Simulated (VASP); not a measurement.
Input of a VASP 6.6.1 run:

File POSCAR:

```
Nb
1.0
    0.0000000000      2.9285435843      2.9285435843
    2.9285435843      0.0000000000      2.9285435843
    2.9285435843      2.9285435843      0.0000000000
Nb
2
Direct
    0.5000000000      0.5000000000      0.5000000000
    0.7500000000      0.7500000000      0.7500000000
```

The input INCAR.step1:

```
  PREC = Accurate
  ENCUT = 520
  ISMEAR = 0
  SIGMA = 0.1
  LREAL = F
  LASPH = T
  NELM = 100
  NBANDS = 20
  GGA = PE
  ALGO = Normal
  EDIFF = 1E-4
  LWAVE = T
  LCHARG = F
```

File INCAR.step2:

```
  PREC = Accurate
  ENCUT = 520
  EDIFF = 1E-6
  ISMEAR = 0
  SIGMA = 0.1
  LREAL = F
  LASPH = T
  NELM = 100
  ALGO = Normal
  ISIF = 2
  LWAVE = F
  LCHARG = T
  METAGGA = R2SCAN
  LMIXTAU = T
  LELF = T
  LVHAR = T
  NBANDS = 20
  ISTART = 1
```

Contents of KPOINTS:

```
Automatic mesh
0
Gamma
  6 6 6
```

Potentials or basis: VASP PAW PBE potentials, release 64 (Nb_sv).

Run with:

```console
$ cat potpaw_PBE.64/Nb_sv/POTCAR > POTCAR
$ cp INCAR.step1 INCAR
$ mpirun -np 1 vasp_std > vasp.out
$ cp INCAR.step2 INCAR
$ mpirun -np 1 vasp_std > vasp.out
```

(1) What does it give for the pressure?

(2) Estimate the band gap on the k mesh.

Results:

(1) 0.1 GPa.

(2) zero (bands 13 and 14 overlap by 1.40 eV).

Caveat: the PAW data sets were made with another functional, which shifts forces and pressure a little.
